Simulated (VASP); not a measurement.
# Sn in VASP: notebook, part 2 of 2

VASP 6.6.1. The steps go on from the part before.

## 3. Single point, PBE (biaxial strain in the a-b plane: -1.0 %)

Contents of INCAR:

```
SYSTEM = Sn
PREC = Accurate
ENCUT = 520
EDIFF = 1E-6
ISMEAR = 0
SIGMA = 0.1
LREAL = .FALSE.
LASPH = .TRUE.
NELM = 80
ALGO = Fast
ISIF = 2
LWAVE = .FALSE.
LCHARG = .FALSE.
GGA = PE
NBANDS = 36
```

Contents of KPOINTS:

```
Automatic mesh
0
G
  10 10 6
  0 0 0
```

Contents of POSCAR:

```
Sn
1.0
    3.2958145860      3.2958145860      0.0000000000
   -3.2958145860      3.2958145860      0.0000000000
    0.0000000000      0.0000000000      6.6981605526
Sn
4
Direct
    0.0000000000      0.0000000000      0.5000000000
    0.0000000000      0.5000000000      0.2500000000
    0.5000000000      0.5000000000      0.0000000000
    0.5000000000      0.0000000000      0.7500000000
```

Potentials or basis: VASP PAW PBE potentials, release 64 (Sn_d).

On the command line:

```
$ cat potpaw_PBE.64/Sn_d/POTCAR > POTCAR
$ mpirun -np 1 vasp_std > vasp.out
```

Run time: 8.9 min. Hardware: 1 thread of Intel Xeon 8259CL, shared host; peak memory 0.45 GiB.

The run converged. Its results:

```
Free energy            : -15.3812 eV
Pressure               : 0.4 GPa
Band gap on the k mesh : zero (bands 28 and 29 overlap by 0.25 eV)
```

Stress tensor (GPa, compression positive):
```
0.58 0.00 0.00
0.00 0.58 0.00
0.00 0.00 0.09
```

Levels at points of the mesh, in eV from the Fermi level:
```csv
k point,band 26,band 27,band 28,band 29,band 30,band 31
"(0.00, 0.00, 0.00)",-1.08,0.00,0.10,0.10,0.94,0.94
"(0.50, 0.00, 0.00)",-2.82,-1.04,-1.04,1.48,1.48,3.82
"(0.50, 0.50, 0.00)",-2.31,-2.31,-2.31,0.84,0.84,0.84
"(0.00, 0.00, 0.50)",-1.43,-1.43,-1.43,1.10,1.10,2.00
"(0.50, 0.00, 0.50)",-1.09,-0.99,-0.99,-0.14,-0.14,3.16
"(0.50, 0.50, 0.50)",-2.80,-2.80,-2.80,3.12,3.12,3.12
```

Caveat: the cell differs from its parent crystal (biaxial strain in the a-b plane: -1.0 %); spin-orbit coupling is left out, which moves the levels of the heavy elements.

## 4. Single point, PBE (biaxial strain in the a-b plane: -1.0 %, then relaxed in part)

Contents of INCAR:

```
ALGO = Fast
EDIFF = 1E-6
ENCUT = 520
GGA = PE
ISIF = 2
ISMEAR = 0
LASPH = T
LCHARG = F
LREAL = F
LWAVE = F
NBANDS = 36
NELM = 60
PREC = Accurate
SIGMA = 0.1
```

Contents of KPOINTS:

```
k-points
0
Gamma
  10 10 6
```

Changes to POSCAR since step 3:

```diff
@@ -4,3 +4,3 @@
    -3.2958145860      3.2958145860      0.0000000000
-    0.0000000000      0.0000000000      6.6981605526
+    0.0000000000      0.0000000000      6.7127195554
 Sn
```

Potentials or basis: VASP PAW PBE potentials, release 64 (Sn_d).

On the command line:

```
$ cat potpaw_PBE.64/Sn_d/POTCAR > POTCAR
$ mpirun -np 1 vasp_std > vasp.out
```

OUTCAR:

```text
EDIFF = 1E-6
   ENCUT = 520
   GGA = PE
   ISIF = 2
   ISMEAR = 0
   LASPH = T
   LREAL = F
   NELM = 60
   PREC = Accurate

 ion  position               nearest neighbor table
   1  0.000  0.000  0.500-   2 2.87   4 2.87   2 2.87   4 2.87
   2  0.000  0.500  0.250-   1 2.87   3 2.87   1 2.87   3 2.87
   3  0.500  0.500  0.000-   2 2.87   4 2.87   4 2.87   2 2.87
   4  0.500  0.000  0.750-   1 2.87   3 2.87   3 2.87   1 2.87

  LATTYP: Found a simple tetragonal cell.
 ALAT       =     4.6609856866
 C/A-ratio  =     1.4401931280

  Lattice vectors:

 A1 = (   3.2958145860,   3.2958145860,   0.0000000000)
 A2 = (  -3.2958145860,   3.2958145860,   0.0000000000)
 A3 = (   0.0000000000,   0.0000000000,   6.7127195554)

Analysis of symmetry for initial positions (statically):
=====================================================================
[... 193 lines left out ...]
  ---------------------------------------------------
  free energy    TOTEN  =       -15.38133106 eV

  energy without entropy =      -15.38004336  energy(sigma->0) =      -15.38068721

 E-fermi :   4.9924     XC(G=0):  -8.5943

 val. band max:        4.9849376746   @ k =   0.0000   0.0000   0.0000
 cond. band min:       5.0559340449   @ k =   0.1000   0.0000   0.0000
 fundamental gap:      0.0709963703
 Fermi energy:         4.9923896498

 k-point     1 :       0.0000    0.0000    0.0000
  band No.  band energies     occupation
      1     -16.6392      2.00000
      2     -16.6392      2.00000
      3     -16.5936      2.00000
      4     -16.5936      2.00000
      5     -16.5881      2.00000
      6     -16.5414      2.00000
[... 925 lines left out ...]
     35      10.1176      0.00000
     36      10.7681      0.00000

 [... further k-points ...]

------------------------ aborting loop because EDIFF is reached ----------------------------------------

  FORCE on cell =-STRESS in cart. coord.  units (eV):
  Direction    XX          YY          ZZ          XY          YZ          ZX
  --------------------------------------------------------------------------------------
  -------------------------------------------------------------------------------------
  Total        0.4732132      0.4732132     -0.0359107      0.0000000      0.0000000     -0.0000000
  in kB        5.1989233      5.1989233     -0.3945301      0.0000000      0.0000000     -0.0000000
  external PRESSURE =       3.3344388 kB  Pullay stress =       0.0000000 kB

 VOLUME and BASIS-vectors are now :
 -----------------------------------------------------------------------------
  energy-cutoff  :      520.00
  volume of cell :      145.83
      direct lattice vectors                 reciprocal lattice vectors
     3.295814586  3.295814586  0.000000000     0.151707563  0.151707563  0.000000000
    -3.295814586  3.295814586  0.000000000    -0.151707563  0.151707563  0.000000000
     0.000000000  0.000000000  6.712719555     0.000000000  0.000000000  0.148970919

 POSITION                                       TOTAL-FORCE (eV/Angst)
 -----------------------------------------------------------------------------------
      0.00000      0.00000      3.35636         0.000000      0.000000     -0.000000
     -1.64791      1.64791      1.67818         0.000000     -0.000000     -0.000000
      0.00000      3.29581      0.00000         0.000000      0.000000      0.000000
      1.64791      1.64791      5.03454        -0.000000     -0.000000     -0.000000
 -----------------------------------------------------------------------------------
    total drift:                               -0.000000      0.000000      0.000000

  FREE ENERGIE OF THE ION-ELECTRON SYSTEM (eV)
  ---------------------------------------------------
  free  energy   TOTEN  =       -15.3813310613 eV

  energy  without entropy=      -15.3800433636  energy(sigma->0) =      -15.38068721
```

stdout:

```text
POSCAR found type information on POSCAR Sn
 POSCAR found :  1 types and       4 ions
 scaLAPACK will be used
 LDA part: xc-table for (Slater+PW92), standard interpolation
 POSCAR, INCAR and KPOINTS ok, starting setup
 FFT: planning ... GRIDC
 FFT: planning ... GRID_SOFT
 FFT: planning ... GRID
 WAVECAR not read
 entering main loop
```

It took 8.9 min on 1 thread of Intel Xeon 8259CL, shared host; peak memory 0.45 GiB.

What came out:

```yaml
Free_energy: -15.3813 eV
Pressure: 0.3 GPa
Band_gap_on_the_k_mesh: zero (bands 28 and 29 overlap by 0.26 eV)
```

Caveat: the cell differs from its parent crystal (biaxial strain in the a-b plane: -1.0 %, then relaxed in part); spin-orbit coupling is left out, which moves the levels of the heavy elements.

## 5. Single point, PBE

This run uses another cell than the first one: it holds 2 atoms, not 4.

Contents of INCAR:

```
SYSTEM = Sn
ALGO = Normal ; EDIFF = 1E-6
ENCUT = 500 ; GGA = PE
GGA_COMPAT = .FALSE. ; ISIF = 2
ISMEAR = 0 ; LASPH = .TRUE.
LCHARG = .TRUE. ; LELF = .TRUE.
LREAL = .FALSE. ; LVHAR = .TRUE.
LWAVE = .FALSE. ; NBANDS = 21
NELM = 120 ; PREC = Accurate
SIGMA = 0.1
```

Contents of KPOINTS:

```
k-points
0
G
  6 6 6
  0 0 0
```

Contents of POSCAR:

```
Sn
1.0
    0.0000000000      3.2849869970      3.2849869970
    3.2849869970      0.0000000000      3.2849869970
    3.2849869970      3.2849869970      0.0000000000
Sn
2
Direct
    0.0000000000      0.0000000000      0.0000000000
    0.2500000000      0.2500000000      0.2500000000
```

On the command line:

```
$ cat potpaw_PBE.64/Sn_d/POTCAR > POTCAR
$ mpirun -np 1 vasp_std > vasp.out
```

Run time: 21 s. Hardware: 1 thread of Intel Xeon Platinum 8259CL at 2.50GHz (Skylake/Cascade Lake), shared host; peak memory 0.2 GiB.

Results (log left out):

- Free energy: -7.6476 eV
- Pressure: 1.5 GPa
- Band gap on the k mesh: zero (bands 14 and 15 overlap by 0.16 eV)

Levels at points of the mesh, in eV from the Fermi level:
| k point | band 11 | band 12 | band 13 | band 14 | band 15 | band 16 | band 17 | band 18 |
| --- | --- | --- | --- | --- | --- | --- | --- | --- |
| (0.00, 0.00, 0.00) | -10.28 | -0.81 | 0.17 | 0.17 | 0.17 | 2.23 | 2.23 | 2.23 |
| (0.50, 0.00, 0.00) | -8.73 | -6.08 | -0.98 | -0.98 | 0.00 | 3.30 | 3.30 | 5.75 |
| (0.50, 0.50, 0.00) | -7.31 | -7.31 | -2.26 | -2.26 | 0.94 | 0.94 | 7.57 | 7.57 |

Caveat: spin-orbit coupling is left out, which moves the levels of the heavy elements.

## 6. The runs side by side

| cell | k mesh | cutoff (eV) | gap on the mesh (eV) | pressure (GPa) |
| --- | --- | --- | --- | --- |
| a = 4.614, b = 4.614, c = 6.776 Å, 4 atoms, atomic positions A | 10 × 10 × 6 | 520 | none | 0.7 |
| a = 4.661, b = 4.661, c = 6.698 Å, 4 atoms, atomic positions A | 10 × 10 × 6 | 520 | none | 0.4 |
| a = 4.661, b = 4.661, c = 6.713 Å, 4 atoms, atomic positions A | 10 × 10 × 6 | 520 | none | 0.3 |
| a = 4.646 Å, angles 60.0°, 2 atoms, atomic positions B | 6 × 6 × 6 | 500 | none | 1.5 |

Alike in all rows: task single point; level PBE; potentials or basis VASP PAW PBE potentials, release 64 (Sn_d); no spin polarisation; smearing gaussian 0.1 eV.

Caveats: spin-orbit coupling is left out, which moves the levels of the heavy elements.

Absolute energies hang on the potentials; compare differences alone.
